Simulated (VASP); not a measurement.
# Ba (P6/mmm) in VASP: notebook

The runs below take Ba through single point, with RPBE.

Everything below comes from runs of VASP 6.6.1. Logs are shortened: lines on timing, memory, paths and dates and some standing lists are left out, and cuts for length are marked.

### 1 The cell of the first run

The structure is hexagonal, space group P6/mmm (No. 191). Conventional cell: a = 7.201 Å, b = 7.201 Å, c = 4.278 Å, α = 90.00°, β = 90.00°, γ = 120.00°. Ba (site symmetry 6/mmm) has 14 Ba at 4.28 to 4.68 Å within 5.6 Å. Ba (site symmetry -6m2) has 11 Ba at 4.16 to 4.68 Å within 5.5 Å.

This isn't the form of Ba at room conditions, which is bcc.

### 2 Single point, RPBE (64.04 Å³/atom)

Input file INCAR:

```
SYSTEM = Ba
PREC = Accurate
ENCUT = 520
EDIFF = 1E-6
ISMEAR = -1
SIGMA = 0.1
LREAL = .FALSE.
LASPH = .TRUE.
NELM = 80
ALGO = Normal
ISIF = 2
LWAVE = .FALSE.
LCHARG = .FALSE.
GGA = RP
NBANDS = 22
```

Input file KPOINTS:

```
Automatic mesh
0
G
  6 6 8
  0 0 0
```

Input file POSCAR:

```
Ba
1.0
    7.2011146381      0.0000000000      0.0000000000
   -3.6005573190      6.2363482122      0.0000000000
    0.0000000000      0.0000000000      4.2781835086
Ba
3
Direct
    1.0000000000      0.0000000000      1.0000000000
    0.3333333333      0.6666666667      0.5000000000
    0.6666666667      0.3333333333      0.5000000000
```

Potentials or basis: VASP PAW PBE potentials, release 64 (Ba_sv).

The run is started by

```bash
$ cat potpaw_PBE.64/Ba_sv/POTCAR > POTCAR
$ mpirun -np 1 vasp_std > vasp.out
```

OUTCAR:

```text
SYSTEM = Ba
   PREC = Accurate
   ENCUT = 520
   EDIFF = 1E-6
   ISMEAR = -1
   LREAL = .FALSE.
   LASPH = .TRUE.
   NELM = 80
   ISIF = 2
   GGA = RP

 ion  position               nearest neighbor table
   1  0.000  0.000  0.000-   2 4.68   3 4.68   2 4.68   3 4.68   3 4.68   3 4.68   2 4.68   2 4.68
                             3 4.68   3 4.68   2 4.68   2 4.68
   2  0.333  0.667  0.500-   3 4.16   3 4.16   3 4.16   1 4.68   1 4.68   1 4.68   1 4.68   1 4.68
                             1 4.68
   3  0.667  0.333  0.500-   2 4.16   2 4.16   2 4.16   1 4.68   1 4.68   1 4.68   1 4.68   1 4.68
                             1 4.68

  LATTYP: Found a hexagonal cell.
 ALAT       =     7.2011146381
 C/A-ratio  =     0.5941001808

  Lattice vectors:

 A1 = (   7.2011146381,   0.0000000000,   0.0000000000)
 A2 = (  -3.6005573190,   6.2363482122,   0.0000000000)
 A3 = (   0.0000000000,   0.0000000000,   4.2781835086)

Analysis of symmetry for initial positions (statically):
=====================================================================
 Subroutine PRICEL returns:
 Original cell was already a primitive cell.

 Routine SETGRP: Setting up the symmetry group for a
 hexagonal supercell.

 Subroutine GETGRP returns: Found 24 space group operations
 (whereof 24 operations were pure point group operations)
 out of a pool of 24 trial point group operations.

The static configuration has the point symmetry D_6h.

Analysis of symmetry for dynamics (positions and initial velocities):
=====================================================================
 Subroutine PRICEL returns:
 Original cell was already a primitive cell.

 Routine SETGRP: Setting up the symmetry group for a
 hexagonal supercell.

 Subroutine GETGRP returns: Found 24 space group operations
 (whereof 24 operations were pure point group operations)
 out of a pool of 24 trial point group operations.

The dynamic configuration has the point symmetry D_6h.

 Subroutine INISYM returns: Found 24 space group operations
 (whereof 24 operations are pure point group operations),
 and found     1 'primitive' translations

----------------------------------------------------------------------------------------

                                     Primitive cell

  volume of cell :     192.1275

  direct lattice vectors                    reciprocal lattice vectors
[... 87 lines left out ...]
   ENCUT  =  520.0 eV  38.22 Ry    6.18 a.u.  13.39 13.39  7.95*2*pi/ulx,y,z
   NELM   =     80;   NELMIN=  2; NELMDL= -5     # of ELM steps
   EDIFF  = 0.1E-05   stopping-criterion for ELM
   LREAL  =      F    real-space projection
   EDIFFG = 0.1E-04   stopping-criterion for IOM
   NSW    =      0    number of steps for IOM
   IBRION =     -1    ionic relax: 0-MD 1-quasi-New 2-CG
   NFREE  =      0    steps in history (QN), initial steepest desc. (CG)
   ISIF   =      2    stress and relaxation
   ISYM   =      2    0-nonsym 1-usesym 2-fastsym
   POTIM  = 0.5000    time-step for ionic-motion
   TEBEG  =    0.0;   TEEND  =   0.0 temperature during run
   PSTRESS=    0.0 pullay stress
   NELECT =      30.0000    total number of electrons
   NUPDOWN=      -1.0000    fix difference up-down
   EMIN   =  10.00;   EMAX   =-10.00  energy-range for DOS
   EFERMI =   0.00;   METHOD = LEGACY
   ISMEAR =    -1;   SIGMA  =   0.10  broadening in eV -4-tet -1-fermi 0-gaus
   EFERMI_NEDOS =   21; number of points for ismear=-14 and -15
   IALGO  =     38    algorithm
   IMIX   =      4    mixing-type and parameters
     AMIX     =   0.40;   BMIX     =  1.00
     AMIX_MAG =   1.60;   BMIX_MAG =  1.00
  volume/ion in A,a.u.               =      64.04       432.18
  Fermi-wavevector in a.u.,A,eV,Ry     =   0.881560  1.665908 10.573751  0.777149
  Thomas-Fermi vector in A             =   2.002073
   LORBIT       =      0    0 simple, 1 ext, 2 COOP (PROOUT), +10 PAW based schemes
   GGA     = RP    functional components
   LHFCALC =     F    Hartree Fock is set to
   AEXX    =    0.0000 exact exchange contribution
   IVDW    =     0    specifies the selected vdW correction
   LEPSILON=     F    determine dielectric tensor
   LRPA    =     F    only Hartree local field effects (RPA)
 non-spin polarized calculation
  energy-cutoff  :      520.00
  volume of cell :      192.13
 maximum number of plane-waves:      5212
 NGX is ok and might be reduce to    54
   NGX = 27   NGY = 27   NGZ = 15

 number of electron      29.9999997 magnetization

 Free energy of the ion-electron system (eV)
  ---------------------------------------------------
  ext. energy  EPLUGINS =         0.00000000
  ---------------------------------------------------
  free energy    TOTEN  =        -4.96629894 eV

  energy without entropy =       -4.78251193  energy(sigma->0) =       -4.87440544

 E-fermi :   1.7212     XC(G=0):  -7.2419

 val. band max:        1.7095993109   @ k =   0.1667   0.0000   0.5000
 cond. band min:       1.7304593936   @ k =   0.1667   0.1667   0.3750
 fundamental gap:      0.0208600827
 Fermi energy:         1.7211998562

 k-point     1 :       0.0000    0.0000    0.0000
  band No.  band energies     occupation
      1     -27.2810      2.00000
      2     -27.2310      2.00000
      3     -27.1596      2.00000
      4     -12.6186      2.00000
      5     -12.6186      2.00000
      6     -12.4413      2.00000
[... 589 lines left out ...]
     21       3.5535      0.00000
     22       3.5718      0.00000

 [... further k-points ...]

------------------------ aborting loop because EDIFF is reached ----------------------------------------

  FORCE on cell =-STRESS in cart. coord.  units (eV):
  Direction    XX          YY          ZZ          XY          YZ          ZX
  --------------------------------------------------------------------------------------
  -------------------------------------------------------------------------------------
  Total        0.8812968      0.8812968      0.8582718      0.0000000      0.0000000      0.0000000
  in kB        7.3492545      7.3492545      7.1572458      0.0000000      0.0000000      0.0000000
  external PRESSURE =       7.2852516 kB  Pullay stress =       0.0000000 kB

 VOLUME and BASIS-vectors are now :
 -----------------------------------------------------------------------------
  energy-cutoff  :      520.00
  volume of cell :      192.13
      direct lattice vectors                 reciprocal lattice vectors
     7.201114638  0.000000000  0.000000000     0.138867391  0.080175125  0.000000000
    -3.600557319  6.236348212  0.000000000     0.000000000  0.160350251  0.000000000
     0.000000000  0.000000000  4.278183509     0.000000000  0.000000000  0.233744064

 POSITION                                       TOTAL-FORCE (eV/Angst)
 -----------------------------------------------------------------------------------
      0.00000      0.00000      0.00000        -0.000000      0.000000      0.000000
     -0.00000      4.15757      2.13909         0.000000     -0.000000     -0.000000
      3.60056      2.07878      2.13909        -0.000000      0.000000      0.000000
 -----------------------------------------------------------------------------------
    total drift:                               -0.000000      0.000000      0.000000

  FREE ENERGIE OF THE ION-ELECTRON SYSTEM (eV)
  ---------------------------------------------------
  free  energy   TOTEN  =        -4.9662989444 eV

  energy  without entropy=       -4.7825119331  energy(sigma->0) =       -4.87440544
```

It took 58 s on 1 thread of AMD EPYC 9R45 (Zen 5), shared host; peak memory 0.32 GiB.

What came out:

- Free energy: -4.9663 eV
- Pressure: 0.7 GPa
- Band gap on the k mesh: zero (bands 15 and 16 overlap by 0.61 eV)

Levels at points of the mesh, in eV from the Fermi level:
```tsv
k point	band 13	band 14	band 15	band 16	band 17	band 18
(0.00, 0.00, 0.00)	-2.74	-0.29	0.45	0.45	0.50	0.50
(0.50, 0.00, 0.00)	-1.51	-1.43	-0.88	0.67	0.76	0.82
(0.00, 0.00, 0.50)	-0.66	-0.36	-0.36	-0.16	-0.07	-0.07
(0.50, 0.00, 0.50)	-0.67	-0.57	-0.18	0.19	0.45	0.59
```

Caveat: the PAW data sets were made with another functional, which shifts forces and pressure a little; spin-orbit coupling is left out, which moves the levels of the heavy elements.

### 3 Single point, RPBE (66.83 Å³/atom)

This run uses another cell than the first one, of 66.83 Å³/atom.

Input file INCAR:

```
SYSTEM = Ba
  PREC = Accurate
  ENCUT = 520
  EDIFF = 1E-6
  ISMEAR = -1
  SIGMA = 0.1
  LREAL = .False.
  LASPH = .True.
  NELM = 60
  ALGO = Normal
  ISIF = 2
  LWAVE = .False.
  LCHARG = .False.
  GGA = RP
  NBANDS = 22
```

Input file KPOINTS:

```
Automatic mesh
0
Gamma
  6 6 8
  0 0 0
```

Input file POSCAR:

```
Ba
1.0
    7.3040016049      0.0000000000      0.0000000000
   -3.6520008024      6.3254509392      0.0000000000
    0.0000000000      0.0000000000      4.3393086742
Ba
3
Direct
    1.0000000000      0.0000000000      1.0000000000
    0.3333333333      0.6666666667      0.5000000000
    0.6666666667      0.3333333333      0.5000000000
```

Potentials or basis: VASP PAW PBE potentials, release 64 (Ba_sv).

The run is started by

```bash
$ cat potpaw_PBE.64/Ba_sv/POTCAR > POTCAR
$ mpirun -np 1 vasp_std > vasp.out
```

It took 62 s on 1 thread of AMD EPYC 9R45 (Zen 5), shared host; peak memory 0.32 GiB.

The run converged. Its results:

* Free energy: -4.9944 eV
* Pressure: 0.4 GPa
* Band gap on the k mesh: zero (bands 15 and 16 overlap by 0.62 eV)

Levels at points of the mesh, in eV from the Fermi level:
```
           k point  band 12  band 13  band 14  band 15  band 16  band 17  band 18  band 19
(0.00, 0.00, 0.00)   -14.01    -2.72    -0.27     0.41     0.41     0.46     0.46     0.58
(0.50, 0.00, 0.00)   -14.02    -1.53    -1.46    -0.86     0.66     0.76     0.81     0.99
(0.00, 0.00, 0.50)   -14.10    -0.71    -0.32    -0.32    -0.22    -0.05    -0.05     1.47
(0.50, 0.00, 0.50)   -14.07    -0.65    -0.57    -0.15     0.21     0.41     0.56     0.99
```

Caveat: the PAW data sets were made with another functional, which shifts forces and pressure a little; spin-orbit coupling is left out, which moves the levels of the heavy elements.

### 4 Single point, RPBE (69.61 Å³/atom)

This run uses another cell than the first one, of 69.61 Å³/atom.

Input file INCAR:

```
ALGO = Normal
EDIFF = 1E-6
ENCUT = 520
GGA = RP
ISIF = 2
ISMEAR = -1
LASPH = T
LCHARG = F
LREAL = F
LWAVE = F
NBANDS = 22
NELM = 100
PREC = Accurate
SIGMA = 0.1
```

Input file KPOINTS:

```
k-points
0
Gamma
  6 6 8
```

Input file POSCAR:

```
Ba
1.0
    7.4040688562      0.0000000000      0.0000000000
   -3.7020344281      6.4121117208      0.0000000000
    0.0000000000      0.0000000000      4.3987586462
Ba
3
Direct
    1.0000000000      0.0000000000      1.0000000000
    0.3333333333      0.6666666667      0.5000000000
    0.6666666667      0.3333333333      0.5000000000
```

The run is started by

```bash
$ cat potpaw_PBE.64/Ba_sv/POTCAR > POTCAR
$ mpirun -np 1 vasp_std > vasp.out
```

Run time: 73 s. Hardware: 1 thread of AMD EPYC 9R45 (Zen 5), shared host; peak memory 0.36 GiB.

The run converged. Its results:

```yaml
Free_energy: -5.0043 eV
Pressure: 0.0 GPa
Band_gap_on_the_k_mesh: zero (bands 15 and 16 overlap by 0.63 eV)
```

Levels at points of the mesh, in eV from the Fermi level:
```csv
k point,band 11,band 12,band 13,band 14,band 15,band 16,band 17,band 18,band 19,band 20
"(0.00, 0.00, 0.00)",-14.13,-14.11,-2.69,-0.25,0.37,0.37,0.42,0.42,0.54,1.41
"(0.50, 0.00, 0.00)",-14.16,-14.12,-1.55,-1.49,-0.84,0.65,0.75,0.79,0.89,0.97
"(0.00, 0.00, 0.50)",-14.18,-14.18,-0.74,-0.27,-0.27,-0.27,-0.03,-0.03,1.42,1.42
"(0.50, 0.00, 0.50)",-14.17,-14.16,-0.63,-0.57,-0.13,0.22,0.37,0.52,0.90,1.28
```

Caveat: the PAW data sets were made with another functional, which shifts forces and pressure a little; spin-orbit coupling is left out, which moves the levels of the heavy elements.

### 5 Single point, RPBE (72.40 Å³/atom)

This run uses another cell than the first one, of 72.40 Å³/atom.

Input file INCAR:

```
ALGO = Normal ; EDIFF = 1E-7
ENCUT = 520 ; GGA = RP
ISIF = 2 ; ISMEAR = -1
LASPH = T ; LCHARG = F
LREAL = F ; LWAVE = F
NBANDS = 22 ; NELM = 100
PREC = Accurate ; SIGMA = 0.1
```

KPOINTS is that of step 4.

Input file POSCAR:

```
Ba
1.0
    7.5015019882      0.0000000000      0.0000000000
   -3.7507509941      6.4964912883      0.0000000000
    0.0000000000      0.0000000000      4.4566436876
Ba
3
Direct
    1.0000000000      0.0000000000      1.0000000000
    0.3333333333      0.6666666667      0.5000000000
    0.6666666667      0.3333333333      0.5000000000
```

The run is started by

```bash
$ cat potpaw_PBE.64/Ba_sv/POTCAR > POTCAR
$ mpirun -np 1 vasp_std > vasp.out
```

Wall time 84 s (1 thread of AMD EPYC 9R45 (Zen 5), shared host); peak memory 0.35 GiB.

The run converged. Its results:

- Free energy: -4.9985 eV
- Pressure: -0.3 GPa
- Band gap on the k mesh: zero (bands 15 and 16 overlap by 0.57 eV)

Levels at points of the mesh, in eV from the Fermi level:
```
           k point  band 12  band 13  band 14  band 15  band 16  band 17  band 18  band 19
(0.00, 0.00, 0.00)   -14.20    -2.67    -0.23     0.34     0.34     0.38     0.38     0.50
(0.50, 0.00, 0.00)   -14.21    -1.56    -1.50    -0.82     0.64     0.75     0.78     0.80
(0.00, 0.00, 0.50)   -14.27    -0.78    -0.31    -0.24    -0.24    -0.01    -0.01     1.38
(0.50, 0.00, 0.50)   -14.25    -0.61    -0.57    -0.11     0.23     0.33     0.49     0.83
```

Caveat: the PAW data sets were made with another functional, which shifts forces and pressure a little; spin-orbit coupling is left out, which moves the levels of the heavy elements.

### 6 Summary

```tsv
cell	gap on the mesh (eV)	pressure (GPa)
a = 7.201, b = 7.201, c = 4.278 Å, angles 90.0, 90.0, 120.0°, 3 atoms	none	0.7
a = 7.304, b = 7.304, c = 4.339 Å, angles 90.0, 90.0, 120.0°, 3 atoms	none	0.4
a = 7.404, b = 7.404, c = 4.399 Å, angles 90.0, 90.0, 120.0°, 3 atoms	none	0.0
a = 7.502, b = 7.502, c = 4.457 Å, angles 90.0, 90.0, 120.0°, 3 atoms	none	-0.3
```

Alike in all rows: task single point; level RPBE; potentials or basis VASP PAW PBE potentials, release 64 (Ba_sv); no spin polarisation; k mesh 6 × 6 × 8; cutoff (eV) 520; smearing fermi-dirac 0.1 eV.

Caveats: the PAW data sets were made with another functional, which shifts forces and pressure a little; spin-orbit coupling is left out, which moves the levels of the heavy elements.

Total energies depend on the potentials used, so only differences within one code and one set of settings carry meaning.
